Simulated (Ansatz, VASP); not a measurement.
## TaN: VASP beside Ansatz

Contents of INCAR:

```
PREC = Accurate ; ENCUT = 600
EDIFF = 1E-6 ; ISMEAR = -1
SIGMA = 0.1 ; LREAL = False
LASPH = True ; NELM = 120
ALGO = Normal ; ISIF = 2
LWAVE = False ; LCHARG = False
GGA = PE ; NBANDS = 15
GGA_COMPAT = False
```

The input KPOINTS:

```
regular mesh
0
Gamma
  12 12 12
```

The input POSCAR:

```
TaN
1.0
    0.0000000000      2.1790000000      2.1790000000
    2.1790000000      0.0000000000      2.1790000000
    2.1790000000      2.1790000000      0.0000000000
Ta N
1 1
Direct
    0.5000000000      0.5000000000      0.5000000000
    0.0000000000      0.0000000000      0.0000000000
```

Input for Ansatz:

```yaml
crystal:
  lattice:
    - [0.0, 2.179, 2.179]
    - [2.179, 0.0, 2.179]
    - [2.179, 2.179, 0.0]
  atoms:
    - { symbol: Ta, position: [0.5, 0.5, 0.5] }
    - { symbol: "N", position: [0.0, 0.0, 0.0] }
kpoints:
  mp_grid:
    grid: [12, 12, 12]
    shift: [0.0, 0.0, 0.0]
hamiltonian:
  xc: pbe
  pseudopotentials:
    kind: all_electron
    lapw: {}
scf:
  occupations:
    method: fermi_dirac
output:
  forces: true
  stress: true
  eigenvalues: true
```

Alike in both runs: task single point; functional PBE; k mesh 12 × 12 × 12; no spin polarisation.

|  | VASP | Ansatz |
| --- | --- | --- |
| version | VASP 6.6.1 | Ansatz 0.2.0 |
| potentials or method | VASP PAW PBE potentials, release 64 (Ta_pv, N), cutoff 600 eV | all-electron (LAPW or listed datasets) |
| occupations | fermi-dirac, width 0.1 eV | fermi-dirac |

VASP gave:

```
gap on the k mesh at the Fermi level (eV) : none
pressure (GPa)                            : 15.6
```

Problem. Estimate Ansatz's values.

Solution. gap on the k mesh at the Fermi level (eV): none; pressure (GPa): 14.7.

A gap of «none» marks a metal or a gap that the smearing closes. Ansatz ran all-electron here, and VASP with PAW potentials.

Neither program's run includes spin-orbit coupling.
